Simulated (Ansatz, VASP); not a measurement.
# Two plane-wave programs on As

```
As
1.0
     1.90585    1.10034    3.31791
    -1.90585    1.10034    3.31791
     0.00000   -2.20069    3.31791
As
2
Cartesian
  0.0000 0.0000 2.3256
  0.0000 0.0000 7.6281
```

Alike in both runs: task relaxation of cell and atoms; functional PBE; k mesh 6 × 6 × 6; occupations gaussian, width 0.1 eV; no spin polarisation.

```csv
,VASP,Ansatz
version,VASP 6.6.1,Ansatz 0.2.0
potentials or method,"VASP PAW PBE potentials, release 64 (As), cutoff 600 eV","scalar-relativistic, plane waves, PAW"
valence electrons in the cell,10,30
```

|  | VASP | Ansatz | Ansatz less VASP |
| --- | --- | --- | --- |
| gap on the k mesh at the Fermi level, each at its own relaxed structure (eV) | none | none | - |
| relaxed volume (Å³/atom) | 22.49 | 22.38 | -0.108 |
| relaxed cell length with the largest relative difference (Å) | 4.185 | 4.170 | -0.0158 |

A gap of «none» marks a metal or a gap that the smearing closes. VASP's potentials hold 10 valence electrons a cell and Ansatz's 30, so a difference there can come from the potentials and not from the codes.
